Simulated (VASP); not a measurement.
# Pt (P6_3/mmc) in VASP: a series of runs

Runs on Pt. Level: PBE. Tasks: single point, relaxation of cell and atoms.

Program: VASP 6.6.1. These are calculated values, not measurements. Logs are shortened: lines on timing, memory, paths and dates and some standing lists are left out, and cuts for length are marked.

## (1) The cell of the first run

The structure is hexagonal, space group P6_3/mmc (No. 194). The conventional cell has a = 2.766 Å, b = 2.766 Å, c = 4.759 Å, α = 90.00°, β = 90.00°, γ = 120.00°. Pt (site symmetry -6m2) has 12 Pt at 2.77 to 2.87 Å within 3.6 Å.

## (2) Single point, PBE, non-collinear spin, zero start, spin-orbit coupling

Input file INCAR:

```
  PREC = Accurate
  ENCUT = 520
  EDIFF = 1E-6
  ISMEAR = 0
  SIGMA = 0.05
  LREAL = F
  LASPH = T
  NELM = 150
  ALGO = Normal
  ISIF = 2
  LWAVE = F
  LCHARG = T
  MAGMOM = 0 0 0 0 0 0
  LORBIT = 11
  LSORBIT = T
  GGA_COMPAT = F
  LORBMOM = T
  LMAXMIX = 4
  GGA = PE
  LVHAR = T
  NBANDS = 32
```

Input file KPOINTS:

```
regular mesh
0
Gamma
  18 18 10
```

Input file POSCAR:

```
Pt
1.0
    2.7663427853      0.0000000000      0.0000000000
   -1.3831713927      2.3957231276      0.0000000000
    0.0000000000      0.0000000000      4.7588534928
Pt
2
Direct
    0.3333333333      0.6666666667      0.7500000000
    0.6666666667      0.3333333333      0.2500000000
```

Potentials or basis: VASP PAW PBE potentials, release 64 (Pt).

On the command line:

```
$ cat potpaw_PBE.64/Pt/POTCAR > POTCAR
$ mpirun -np 1 vasp_ncl > vasp.out
```

OUTCAR:

```text
PREC = Accurate
   ENCUT = 520
   EDIFF = 1E-6
   ISMEAR = 0
   LREAL = F
   LASPH = T
   NELM = 150
   ISIF = 2
   LORBIT = 11
   LSORBIT = T
   GGA = PE

 ion  position               nearest neighbor table
   1  0.333  0.667  0.750-   2 2.87   2 2.87   2 2.87   2 2.87   2 2.87   2 2.87
   2  0.667  0.333  0.250-   1 2.87   1 2.87   1 2.87   1 2.87   1 2.87   1 2.87

  LATTYP: Found a hexagonal cell.
 ALAT       =     2.7663427853
 C/A-ratio  =     1.7202689118

  Lattice vectors:

 A1 = (   2.7663427853,   0.0000000000,   0.0000000000)
 A2 = (  -1.3831713927,   2.3957231276,   0.0000000000)
 A3 = (   0.0000000000,   0.0000000000,   4.7588534928)

Analysis of symmetry for initial positions (statically):
=====================================================================
 Subroutine PRICEL returns:
 Original cell was already a primitive cell.

 Routine SETGRP: Setting up the symmetry group for a
 hexagonal supercell.

 Subroutine GETGRP returns: Found 24 space group operations
 (whereof 12 operations were pure point group operations)
 out of a pool of 24 trial point group operations.

The static configuration has the point symmetry D_3d.
 The point group associated with its full space group is D_6h.

Analysis of symmetry for dynamics (positions and initial velocities):
=====================================================================
 Subroutine PRICEL returns:
 Original cell was already a primitive cell.

 Routine SETGRP: Setting up the symmetry group for a
 hexagonal supercell.

 Subroutine GETGRP returns: Found 24 space group operations
 (whereof 12 operations were pure point group operations)
 out of a pool of 24 trial point group operations.

The dynamic configuration has the point symmetry D_3d.
 The point group associated with its full space group is D_6h.

Analysis of structural, dynamic, and magnetic symmetry:
=====================================================================
 Subroutine PRICEL returns:
 Original cell was already a primitive cell.

 Routine SETGRP: Setting up the symmetry group for a
 hexagonal supercell.

 Subroutine GETGRP returns: Found 24 space group operations
 (whereof 12 operations were pure point group operations)
 out of a pool of 24 trial point group operations.

The overall configuration has the point symmetry D_3d.
 The point group associated with its full space group is D_6h.

 Subroutine INISYM returns: Found 24 space group operations
 (whereof 12 operations are pure point group operations),
 and found     1 'primitive' translations

----------------------------------------------------------------------------------------

                                     Primitive cell

  volume of cell :      31.5388

  direct lattice vectors                    reciprocal lattice vectors
     2.766342785  0.000000000  0.000000000     0.361488101  0.208705252  0.000000000
    -1.383171393  2.395723128  0.000000000     0.000000000  0.417410505  0.000000000
     0.000000000  0.000000000  4.758853493     0.000000000  0.000000000  0.210134647

  length of vectors
     2.766342785  2.766342785  4.758853493     0.417410505  0.417410505  0.210134647

  position of ions in fractional coordinates (direct lattice)
     0.333333333  0.666666667  0.750000000
     0.666666667  0.333333333  0.250000000

  ion indices of the primitive-cell ions
   primitive index   ion index
                 1           1
                 2           2

----------------------------------------------------------------------------------------

 KPOINTS: regular mesh

Automatic generation of k-mesh.
 Grid dimensions read from file:
 generate k-points for:   18   18   10

 Generating k-lattice:

  Cartesian coordinates                     Fractional coordinates (reciprocal lattice)
     0.020082672  0.011594736  0.000000000     0.055555556  0.000000000  0.000000000
[... 102 lines left out ...]

 number of electron      20.0000005 magnetization      -0.0000000      0.0000000     -0.0000000

 Free energy of the ion-electron system (eV)
  ---------------------------------------------------
  ext. energy  EPLUGINS =         0.00000000
  ---------------------------------------------------
  free energy    TOTEN  =       -12.88574199 eV

  energy without entropy =      -12.88202465  energy(sigma->0) =      -12.88388332

 E-fermi :  10.4787     XC(G=0): -13.2235

 val. band max:       10.4784453957   @ k =   0.3889   0.2222   0.3000
 cond. band min:      10.4817294609   @ k =   0.3333   0.0000   0.2000
 fundamental gap:      0.0032840652
 Fermi energy:        10.4786918842

 k-point     1 :       0.0000    0.0000    0.0000
  band No.  band energies     occupation
      1       0.7021      1.00000
      2       0.7021      1.00000
      3       3.3391      1.00000
      4       3.3391      1.00000
      5       6.2853      1.00000
      6       6.2853      1.00000
[... 829 lines left out ...]
     31      22.6863      0.00000
     32      22.6863      0.00000

 [... further k-points ...]

------------------------ aborting loop because EDIFF is reached ----------------------------------------

  FORCE on cell =-STRESS in cart. coord.  units (eV):
  Direction    XX          YY          ZZ          XY          YZ          ZX
  --------------------------------------------------------------------------------------
  -------------------------------------------------------------------------------------
  Total       -0.0182248     -0.0182248     -0.0424437      0.0000000     -0.0000000      0.0000000
  in kB       -0.9258223     -0.9258223     -2.1561510      0.0000000     -0.0000000      0.0000000
  external PRESSURE =      -1.3359318 kB  Pullay stress =       0.0000000 kB

 VOLUME and BASIS-vectors are now :
 -----------------------------------------------------------------------------
  energy-cutoff  :      520.00
  volume of cell :       31.54
      direct lattice vectors                 reciprocal lattice vectors
     2.766342785  0.000000000  0.000000000     0.361488101  0.208705252  0.000000000
    -1.383171393  2.395723128  0.000000000     0.000000000  0.417410505  0.000000000
     0.000000000  0.000000000  4.758853493     0.000000000  0.000000000  0.210134647

 POSITION                                       TOTAL-FORCE (eV/Angst)
 -----------------------------------------------------------------------------------
     -0.00000      1.59715      3.56914        -0.000000      0.000000      0.000000
      1.38317      0.79857      1.18971         0.000000      0.000000      0.000000
 -----------------------------------------------------------------------------------
    total drift:                                0.000000     -0.000000      0.000000

  FREE ENERGIE OF THE ION-ELECTRON SYSTEM (eV)
  ---------------------------------------------------
  free  energy   TOTEN  =       -12.8857419927 eV

  energy  without entropy=      -12.8820246543  energy(sigma->0) =      -12.88388332

 orbital moment (x)

 # of ion     p       d       tot
 ----------------------------------------
  1         0.000   0.000   0.000
  2         0.000   0.000   0.000
 ----------------------------------------
            0.000   0.000   0.000

 orbital moment (y)

 # of ion     p       d       tot
 ----------------------------------------
  1         0.000  -0.000  -0.000
  2         0.000  -0.000  -0.000
 ----------------------------------------
            0.000  -0.000  -0.000

 orbital moment (z)

 # of ion     p       d       tot
 ----------------------------------------
  1         0.000   0.000   0.000
  2         0.000   0.000   0.000
 ----------------------------------------
            0.000   0.000   0.000

 Spin-Orbit-Coupling matrix elements

 Ion:    1  E_soc:     -0.7898131
 l=   1
     0.0000000    -0.0308806    -0.0329163
    -0.0308806     0.0000000    -0.0308806
    -0.0329163    -0.0308806     0.0000000
 l=   2
     0.0000000    -0.0208725     0.0000000    -0.0208725    -0.0766510
    -0.0208725     0.0000000    -0.0595601    -0.0209681    -0.0208725
     0.0000000    -0.0595601     0.0000000    -0.0595601     0.0000000
    -0.0208725    -0.0209681    -0.0595601     0.0000000    -0.0208725
    -0.0766510    -0.0208725     0.0000000    -0.0208725     0.0000000
 l=   3
     0.0000000     0.0000000     0.0000000     0.0000000     0.0000000     0.0000000     0.0000000
     0.0000000     0.0000000     0.0000000     0.0000000     0.0000000     0.0000000     0.0000000
     0.0000000     0.0000000     0.0000000     0.0000000     0.0000000     0.0000000     0.0000000
     0.0000000     0.0000000     0.0000000     0.0000000     0.0000000     0.0000000     0.0000000
     0.0000000     0.0000000     0.0000000     0.0000000     0.0000000     0.0000000     0.0000000
     0.0000000     0.0000000     0.0000000     0.0000000     0.0000000     0.0000000     0.0000000
     0.0000000     0.0000000     0.0000000     0.0000000     0.0000000     0.0000000     0.0000000

 Ion:    2  E_soc:     -0.7898131
 l=   1
     0.0000000    -0.0308806    -0.0329163
    -0.0308806     0.0000000    -0.0308806
    -0.0329163    -0.0308806     0.0000000
 l=   2
     0.0000000    -0.0208725     0.0000000    -0.0208725    -0.0766510
    -0.0208725     0.0000000    -0.0595601    -0.0209681    -0.0208725
     0.0000000    -0.0595601     0.0000000    -0.0595601     0.0000000
    -0.0208725    -0.0209681    -0.0595601     0.0000000    -0.0208725
    -0.0766510    -0.0208725     0.0000000    -0.0208725     0.0000000
 l=   3
     0.0000000     0.0000000     0.0000000     0.0000000     0.0000000     0.0000000     0.0000000
     0.0000000     0.0000000     0.0000000     0.0000000     0.0000000     0.0000000     0.0000000
     0.0000000     0.0000000     0.0000000     0.0000000     0.0000000     0.0000000     0.0000000
     0.0000000     0.0000000     0.0000000     0.0000000     0.0000000     0.0000000     0.0000000
     0.0000000     0.0000000     0.0000000     0.0000000     0.0000000     0.0000000     0.0000000
     0.0000000     0.0000000     0.0000000     0.0000000     0.0000000     0.0000000     0.0000000
     0.0000000     0.0000000     0.0000000     0.0000000     0.0000000     0.0000000     0.0000000

 total charge

# of ion       s       p       d       tot
------------------------------------------
    1        0.621   0.577   7.998   9.196
    2        0.621   0.577   7.998   9.196
--------------------------------------------------
tot          1.242   1.154  15.996  18.391

 magnetization (x)

# of ion       s       p       d       tot
------------------------------------------
    1        0.000   0.000  -0.000  -0.000
    2       -0.000   0.000   0.000   0.000
--------------------------------------------------
tot          0.000   0.000   0.000   0.000

 magnetization (y)

# of ion       s       p       d       tot
------------------------------------------
    1        0.000  -0.000   0.000  -0.000
    2        0.000   0.000   0.000   0.000
--------------------------------------------------
tot          0.000   0.000   0.000   0.000

 magnetization (z)

# of ion       s       p       d       tot
------------------------------------------
    1        0.000   0.000   0.000   0.000
    2        0.000   0.000   0.000   0.000
--------------------------------------------------
tot          0.000   0.000   0.000   0.000
```

Run time: 2.8 min. Hardware: 1 thread of Intel Xeon Platinum 8559C (Emerald Rapids), shared host; peak memory 0.44 GiB.

Results:

```yaml
Free_energy: -12.8857 eV
Pressure: -0.1 GPa
Net_moment: 0.00 μB per cell
Valence_electrons_inside_the_program's_atomic_spheres: Pt 9.20
```

Moments on the atoms (μB; x, y, z):
```
Pt  0.00 0.00 0.00
Pt  0.00 0.00 0.00
```

## (3) Single point, PBE

Input file INCAR:

```
  PREC = Accurate
  ENCUT = 520
  EDIFF = 1E-7
  ISMEAR = 0
  SIGMA = 0.05
  LREAL = F
  LASPH = T
  NELM = 100
  ALGO = Normal
  ISIF = 2
  LWAVE = F
  LCHARG = F
  GGA = PE
  NBANDS = 17
```

Input file KPOINTS:

```
regular mesh
0
Gamma
  8 8 4
```

Input file POSCAR:

```
Pt
1.0
    2.7760805570      0.0000000000      0.0000000000
   -1.3880402785      2.4041562853      0.0000000000
    0.0000000000      0.0000000000      4.7194210198
Pt
2
Direct
    0.3333333333      0.6666666667      0.7500000000
    0.6666666667      0.3333333333      0.2500000000
```

Potentials or basis: VASP PAW PBE potentials, release 64 (Pt).

On the command line:

```
$ cat potpaw_PBE.64/Pt/POTCAR > POTCAR
$ mpirun -np 1 vasp_std > vasp.out
```

Wall time 7.2 s (1 thread of Intel Xeon Platinum 8559C (Emerald Rapids), shared host); peak memory 0.16 GiB.

It converged, with:

```
Free energy            : -12.0441 eV
Pressure               : -0.5 GPa
Band gap on the k mesh : zero (band 10 reaches 10.86 eV, above the bottom of band 11 at 9.60 eV)
```

Levels at points of the mesh, in eV from the Fermi level:
```
           k point  band 8  band 9  band 10  band 11  band 12  band 13
(0.00, 0.00, 0.00)   -1.92   -1.92    -0.55    -0.21    -0.21     4.99
(0.50, 0.00, 0.00)    0.09    0.24     0.47     2.27     3.72     7.38
(0.00, 0.00, 0.50)   -3.39   -0.80    -0.80    -0.80    -0.80    12.41
(0.50, 0.00, 0.50)   -0.83    0.37     0.37     1.74     1.74     6.44
```

Caveat: spin-orbit coupling is left out, which moves the levels of the heavy elements.

## (4) Relaxation of cell and atoms, PBE

This run uses another cell than the first one, of 15.06 Å³/atom, 0.955 times its volume.

Input file INCAR:

```
SYSTEM = Pt
PREC = Accurate
ENCUT = 600
EDIFF = 1E-6
ISMEAR = 0
SIGMA = 0.05
LREAL = .FALSE.
LASPH = .TRUE.
NELM = 100
ALGO = Normal
ISIF = 3
LWAVE = .FALSE.
LCHARG = .FALSE.
GGA = PE
IBRION = 2
NSW = 80
EDIFFG = -0.03
```

Input file KPOINTS:

```
regular mesh
0
G
  8 8 4
  0 0 0
```

Input file POSCAR:

```
Pt
1.0
    2.7716678567      0.0000000000      0.0000000000
   -1.3858339283      2.4003347747      0.0000000000
    0.0000000000      0.0000000000      4.5270574992
Pt
2
Direct
    0.3333333333      0.6666666667      0.7500000000
    0.6666666667      0.3333333333      0.2500000000
```

On the command line:

```
$ cat potpaw_PBE.64/Pt/POTCAR > POTCAR
$ mpirun -np 1 vasp_std > vasp.out
```

Wall time 28 s (1 thread of Intel Xeon Platinum 8559C (Emerald Rapids), shared host); peak memory 0.16 GiB.

The run converged. Its results:

| Item | Value |
| --- | --- |
| Free energy | -12.0439 eV |
| Relaxed volume | 15.73 Å³/atom |
| Relaxed cell | a = 2.775 Å, b = 2.775 Å, c = 4.717 Å, α = 90.00°, β = 90.00°, γ = 120.00° |
| Space group after relaxing (to 0.05 Å) | P6_3/mmc (No. 194) |
| Energy gained by relaxing | 32.7 meV/atom |
| Ionic steps | 7 |
| Pressure after relaxing | -0.2 GPa |
| Band gap on the k mesh | zero (band 10 reaches 10.88 eV, above the bottom of band 11 at 9.61 eV) |

The path:
```tsv
step	energy change (eV)	largest force (eV/Å)	pressure (GPa)	volume (Å³)
1	0.0000	0.0000	11.72	30.12
2	0.2063	0.0000	-20.25	35.17
3	-0.0515	0.0000	-1.13	31.56
4	-0.0516	0.0000	-0.73	31.51
5	-0.0645	0.0000	-0.42	31.48
6	-0.0653	0.0000	-0.27	31.47
7	-0.0653	0.0000	-0.23	31.47
```

Final structure:
```cif
data_structure
_symmetry_space_group_name_H-M 'P 1'
_symmetry_Int_Tables_number 1
_cell_length_a 2.7754
_cell_length_b 2.7754
_cell_length_c 4.7174
_cell_angle_alpha 90.000
_cell_angle_beta 90.000
_cell_angle_gamma 120.000
_cell_volume 31.47
loop_
_atom_site_label
_atom_site_type_symbol
_atom_site_fract_x
_atom_site_fract_y
_atom_site_fract_z
_atom_site_occupancy
Pt1 Pt 0.33333 0.66667 0.75000 1
Pt2 Pt 0.66667 0.33333 0.25000 1
```

Levels at points of the mesh, in eV from the Fermi level:
| k point | band 6 | band 7 | band 8 | band 9 | band 10 | band 11 | band 12 | band 13 | band 14 |
| --- | --- | --- | --- | --- | --- | --- | --- | --- | --- |
| (0.00, 0.00, 0.00) | -2.98 | -2.98 | -1.92 | -1.92 | -0.55 | -0.21 | -0.21 | 5.00 | 15.05 |
| (0.50, 0.00, 0.00) | -2.85 | -2.65 | 0.09 | 0.24 | 0.47 | 2.27 | 3.72 | 7.39 | 9.02 |
| (0.00, 0.00, 0.50) | -3.40 | -3.40 | -3.40 | -0.80 | -0.80 | -0.80 | -0.80 | 12.42 | 12.42 |
| (0.50, 0.00, 0.50) | -1.85 | -0.83 | -0.83 | 0.37 | 0.37 | 1.74 | 1.74 | 6.44 | 6.44 |

Caveat: spin-orbit coupling is left out, which moves the levels of the heavy elements.

## (5) The runs side by side

```csv
task,spin,cell,k mesh,cutoff (eV),gap on the mesh (eV),pressure (GPa)
single point,"non-collinear, zero start, SOC","a = 2.766, b = 2.766, c = 4.759 Å, angles 90.0, 90.0, 120.0°, 2 atoms",18 × 18 × 10,520,-,-0.1
single point,off,"a = 2.776, b = 2.776, c = 4.719 Å, angles 90.0, 90.0, 120.0°, 2 atoms",8 × 8 × 4,520,none,-0.5
relaxation of cell and atoms,off,"relaxed from a = 2.772, b = 2.772, c = 4.527 Å, angles 90.0, 90.0, 120.0°, 2 atoms",8 × 8 × 4,600,none,-0.2
```

Alike in all rows: level PBE; potentials or basis VASP PAW PBE potentials, release 64 (Pt); smearing gaussian 0.05 eV.

Caveats: spin-orbit coupling is left out, which moves the levels of the heavy elements (some runs).

Absolute energies hang on the potentials; compare differences alone.
